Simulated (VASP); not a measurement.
Runs of VASP 6.6.1 on LaPSe4. The structure is that of space group P-6m2 (No. 187), or close to it. The cells are those of the table. 

```csv
cell,k mesh,gap on the mesh (eV),pressure (GPa),largest force (eV/Å)
"a = 4.116, b = 4.116, c = 10.887 Å, angles 90.0, 90.0, 120.0°, 6 atoms",4 × 4 × 1,none,(a),0.01
"a = 5.646, b = 5.646, c = 4.921 Å, angles 90.0, 90.0, 120.0°, 6 atoms",2 × 2 × 3,none,-0.1,-
"a = 5.641, b = 5.641, c = 4.921 Å, angles 90.0, 90.0, 120.0°, 6 atoms",2 × 2 × 3,none,0.1,0.03
"a = 5.647, b = 5.647, c = 4.920 Å, angles 90.0, 90.0, 120.0°, 6 atoms",2 × 2 × 3,none,-0.1,0.02
"a = 5.647, b = 5.647, c = 4.919 Å, angles 90.0, 90.0, 120.0°, 6 atoms",2 × 2 × 3,none,-0.1,0.02
```

Alike in all rows: task single point; level PBE; potentials or basis VASP PAW PBE potentials, release 64 (La, P, Se); no spin polarisation; cutoff (eV) 500; smearing gaussian 0.15 eV.

Task: Fill in the values left out.

Result: (a) 0.3.

Caveats: all runs use coarse meshes; spin-orbit coupling is left out, which moves the levels of the heavy elements.

A k mesh can miss the band edges, and the runs leave out spin-orbit coupling on La, Se.

A gap of «none» marks levels without a gap at the run's occupations.
